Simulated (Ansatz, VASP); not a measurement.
## Hf4Ge2W in VASP and in Ansatz

```xyz
14
Lattice="-5.3899 5.3899 2.6034 5.3899 -5.3899 2.6034 5.3899 5.3899 -2.6034" Properties=species:S:1:pos:R:3 pbc="T T T"
Hf    2.3491    0.8983    0.0000
Hf    0.8983    2.3491    2.6034
Hf    4.4916    3.0408    0.0000
Hf    3.0408    4.4916    2.6034
Hf    3.0408    6.2882    0.0000
Hf    4.4916   -3.0408    2.6034
Hf    0.8983    8.4307    0.0000
Hf    2.3491   -0.8983    2.6034
Ge   -1.6120    3.7779    2.6034
Ge    7.0019    1.6120    0.0000
Ge    1.6120    3.7779    0.0000
Ge    3.7779    1.6120    2.6034
W     0.0000    0.0000    1.3017
W     0.0000    0.0000    3.9051
```

Alike in both runs: functional PBE; k mesh 4 × 4 × 4; occupations gaussian, width 0.2 eV; no spin polarisation.

Ansatz relaxed the structure, and its values are those at the end. VASP's run is a single point on that final structure, the one shown.

```csv
,VASP,Ansatz
version,VASP 6.6.1,Ansatz 0.2.0
potentials or method,"VASP PAW PBE potentials, release 64 (Hf_pv, Ge_d, W_sv), cutoff 520 eV","scalar-relativistic, plane waves, PAW"
valence electrons in the cell,164,292
```

Ansatz gave:

```
gap on the k mesh at the Fermi level (eV) : none
pressure (GPa)                            : 0.1
rms of the force components (eV/Å)        : 0.005
```

Task: Estimate VASP's values.

Result: gap on the k mesh at the Fermi level (eV): none; pressure (GPa): -0.4; rms of the force components (eV/Å): 0.018.

A gap of «none» marks a metal or a gap that the smearing closes. With one functional, cell and mesh, what is left measures potentials, basis and numerics. VASP's potentials hold 164 valence electrons a cell and Ansatz's 292, so a difference there can come from the potentials and not from the codes.

Neither program's run includes spin-orbit coupling.
